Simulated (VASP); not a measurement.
Input of a VASP 6.6.1 run:

File INCAR:

```
SYSTEM = Ru
PREC = Accurate ; ENCUT = 520
EDIFF = 1E-6 ; ISMEAR = -1
SIGMA = 0.06122561905347299 ; LREAL = .False.
LASPH = .True. ; NELM = 100
ALGO = Normal ; ISIF = 2
LWAVE = .False. ; LCHARG = .False.
GGA = PE ; NBANDS = 13
```

KPOINTS

```
Automatic mesh
0
Gamma
  25 25 25
  0 0 0
```

File POSCAR:

```
Ru
1.0
    0.0000000000      1.8799059224      1.8799059224
    1.8799059224      0.0000000000      1.8799059224
    1.8799059224      1.8799059224      0.0000000000
Ru
1
Direct
    0.0000000000      0.0000000000      0.0000000000
```

Potentials or basis: VASP PAW PBE potentials, release 64 (Ru_pv).

Command:

```sh
$ cat potpaw_PBE.64/Ru_pv/POTCAR > POTCAR
$ mpirun -np 1 vasp_std > vasp.out
```

(1) Estimate the band gap on the k mesh.

(2) What does it give for the pressure?

Answers

(1) zero (band 7 reaches 15.46 eV, above the bottom of band 8 at 11.75 eV).

(2) 13.6 GPa.
